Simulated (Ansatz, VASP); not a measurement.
# Two plane-wave programs on GaAs

```
Ga As
1.0
     0.00000    2.80169    2.80169
     2.80169    0.00000    2.80169
     2.80169    2.80169    0.00000
Ga As
1 1
Direct
  0.00000 0.00000 0.00000
  0.75000 0.75000 0.75000
```

Alike in both runs: functional LDA; k mesh 12 × 12 × 12; occupations gaussian, width 0.02 eV; no spin polarisation.

Ansatz relaxed the structure, and its values are those at the end. VASP's run is a single point on that final structure, the one shown.

|  | VASP | Ansatz |
| --- | --- | --- |
| version | VASP 6.6.1 | Ansatz 0.2.0 |
| potentials or method | VASP PAW LDA potentials, release 64 (Ga_d, As), cutoff 520 eV | scalar-relativistic, plane waves, PAW |
| valence electrons in the cell | 18 | 28 |

Ansatz gave:

```
gap on the k mesh at the Fermi level (eV) : 0.49
least direct gap on the mesh (eV)         : 0.49
pressure (GPa)                            : 0.0
```

Question: What did VASP give for the same quantities?

Answer: gap on the k mesh at the Fermi level (eV): 0.54; least direct gap on the mesh (eV): 0.54; pressure (GPa): 0.3.

LDA's correlation is that of Perdew and Zunger in VASP and of Perdew and Wang (1992) in Ansatz. VASP's potentials hold 18 valence electrons a cell and Ansatz's 28, so a difference there can come from the potentials and not from the codes.
